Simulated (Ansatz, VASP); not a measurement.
**One calculation of Sr2Si4Bi, two programs**

```
CELL_PARAMETERS angstrom
4.20952 0.00000 0.00000
0.00000 4.20952 0.00000
0.00000 0.00000 10.92169
ATOMIC_POSITIONS crystal
Sr 0.00000 0.00000 0.77381
Sr 0.00000 0.00000 0.22619
Si 0.50000 0.50000 0.89928
Si 0.50000 0.50000 0.64833
Si 0.50000 0.50000 0.35167
Si 0.50000 0.50000 0.10072
Bi 0.00000 0.00000 0.00000
```

Alike in both runs: task single point; functional PBE; dispersion D3(BJ); k mesh 4 × 4 × 2; occupations gaussian, width 0.1 eV; no spin polarisation.

|  | VASP | Ansatz |
| --- | --- | --- |
| version | VASP 6.6.1 | Ansatz 0.2.0 |
| potentials or method | VASP PAW PBE potentials, release 64 (Sr_sv, Si, Bi_d), cutoff 520 eV | scalar-relativistic, plane waves, PAW |
| valence electrons in the cell | 51 | 51 |

```tsv
	VASP	Ansatz	Ansatz less VASP
gap on the k mesh at the Fermi level (eV)	none	none	-
pressure (GPa)	9.0	8.9	-0.16
traceless stress, the component that is largest in VASP (GPa)	21.46	21.22	-0.241
rms of the force components (eV/Å)	2.858	2.825	-0.0323
```

Atom by atom the forces differ by 0.034 eV/Å (rms over components). A gap of «none» marks a metal or a gap that the smearing closes.

The k mesh is coarse, so the values compare programs but aren't converged. Spin-orbit coupling is off throughout.
